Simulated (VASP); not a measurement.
The system is MgAlC6N6.

```
Mg Al C N
1.0
     0.00000    5.12000    5.12000
     5.12000    0.00000    5.12000
     5.12000    5.12000    0.00000
Mg Al C N
1 1 6 6
Direct
  0.50000 0.50000 0.50000
  0.00000 0.00000 0.00000
  0.81689 0.18311 0.18311
  0.18311 0.81689 0.18311
  0.18311 0.18311 0.81689
  0.18311 0.81689 0.81689
  0.81689 0.18311 0.81689
  0.81689 0.81689 0.18311
  0.70264 0.29736 0.29736
  0.29736 0.70264 0.29736
  0.29736 0.29736 0.70264
  0.29736 0.70264 0.70264
  0.70264 0.29736 0.70264
  0.70264 0.70264 0.29736
```

* Program: VASP 6.6.1
* Task: relaxation of cell and atoms
* Functional: PBE
* Potentials or basis: VASP PAW PBE potentials, release 64 (Mg, Al, C, N)
* Cutoff: 600 eV
* k mesh: 4 × 4 × 4
* Occupations: gaussian, width 0.1 eV
* Spin: no spin polarisation

At the start: pressure 8.6 GPa; volume 19.17 Å³/atom.

Q: How do energy, volume and symmetry change on relaxing?

A: Over 8 steps the energy falls by 133.7 meV/atom and the volume is 22.71 Å³/atom (+18.4 %); space group Fm-3m (No. 225, to 0.05 Å).

The path:
```tsv
step	energy change (eV)	largest force (eV/Å)	pressure (GPa)	volume (Å³)
1	0.0000	3.2963	8.57	268.44
2	8.4391	27.8435	27.10	310.28
3	-0.5560	4.3167	11.49	277.53
4	-1.4861	2.8387	5.82	296.87
5	-1.8117	1.5710	1.67	316.08
6	-1.8218	1.3859	0.93	320.17
7	-1.8504	0.9076	-0.78	316.45
8	-1.8713	0.0253	-0.13	317.93
```

Final structure:
```yaml
crystal:
  lattice:
    - [0.00000, 5.41710, 5.41710]
    - [5.41710, 0.00000, 5.41710]
    - [5.41710, 5.41710, 0.00000]
  atoms:
    - { symbol: Mg, position: [0.50000, 0.50000, 0.50000] }
    - { symbol: Al, position: [0.00000, 0.00000, 0.00000] }
    - { symbol: C, position: [0.80789, 0.19211, 0.19211] }
    - { symbol: C, position: [0.19211, 0.80789, 0.19211] }
    - { symbol: C, position: [0.19211, 0.19211, 0.80789] }
    - { symbol: C, position: [0.19211, 0.80789, 0.80789] }
    - { symbol: C, position: [0.80789, 0.19211, 0.80789] }
    - { symbol: C, position: [0.80789, 0.80789, 0.19211] }
    - { symbol: N, position: [0.70010, 0.29990, 0.29990] }
    - { symbol: N, position: [0.29990, 0.70010, 0.29990] }
    - { symbol: N, position: [0.29990, 0.29990, 0.70010] }
    - { symbol: N, position: [0.29990, 0.70010, 0.70010] }
    - { symbol: N, position: [0.70010, 0.29990, 0.70010] }
    - { symbol: N, position: [0.70010, 0.70010, 0.29990] }
```

Caveat: the volume moved by over 15 % at a fixed basis, so the end points are rough.
